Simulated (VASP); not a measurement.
Write the native input for VASP 6.6.1 that does the following.

* Task: relaxation of cell and atoms
* Functional: PBE
* Potentials or basis: VASP PAW PBE potentials, release 64 (O, Mg, S)
* Cutoff: 600 eV
* k mesh: 6 × 6 × 6
* Occupations: fermi-dirac, width 0.02 eV
* Spin: no spin polarisation
* Dipole correction: no
* Further INCAR settings: ALGO = Normal; EDIFF = 1e-06; IBRION = 2; EDIFFG = -0.005; NSW = 80; ISIF = 3

The structure of Mg2SO lies in POSCAR:

```
Mg2SO
1.0
    3.4488815578      0.0000000000      0.0000000000
    0.0000000000      3.4488815578      0.0000000000
    0.0000000000      0.0000000000      4.8774550741
O Mg S
1 2 1
Direct
    0.0000000000      0.0000000000      0.0000000000
    0.0000000000      0.5000000000      0.7500000000
    0.5000000000      0.0000000000      0.2500000000
    0.5000000000      0.5000000000      0.5000000000
```

These files were run (other wordings do the same):

INCAR

```
  ALGO = Normal
  EDIFF = 1E-6
  EDIFFG = -0.005
  ENCUT = 600
  GGA = PE
  IBRION = 2
  ISIF = 3
  ISMEAR = -1
  LASPH = True
  LCHARG = False
  LREAL = False
  LWAVE = False
  NELM = 100
  NSW = 80
  PREC = Accurate
  SIGMA = 0.02
```

KPOINTS

```
k-points
0
Gamma
  6 6 6
```

Potentials or basis: VASP PAW PBE potentials, release 64 (O, Mg, S).

Command:

```console
$ cat potpaw_PBE.64/O/POTCAR potpaw_PBE.64/Mg/POTCAR potpaw_PBE.64/S/POTCAR > POTCAR
$ mpirun -np 1 vasp_std > vasp.out
```

It gave:

| Quantity | Value |
| --- | --- |
| Relaxed volume | 16.88 Å³/atom |
| Relaxed cell | a = 3.682 Å, b = 3.682 Å, c = 4.979 Å, α = 90.00°, β = 90.00°, γ = 90.00° |
| Space group after relaxing (to 0.05 Å) | P-4m2 (No. 115) |
| Energy gained by relaxing | 484.4 meV/atom |
| Ionic steps | 16 |
| Pressure after relaxing | 0.0 GPa |
| Largest force after relaxing | 0.003 eV/Å |
| Band gap on the k mesh | 1.53 eV, indirect (least direct gap 1.69 eV) |

Caveat: the volume moved by over 15 % at a fixed basis, so the end points are rough.

It took 4 min on 1 thread of AMD EPYC 7R43 64-Core Processor (Zen 3), with other jobs on the host, peak memory 0.18 GiB.
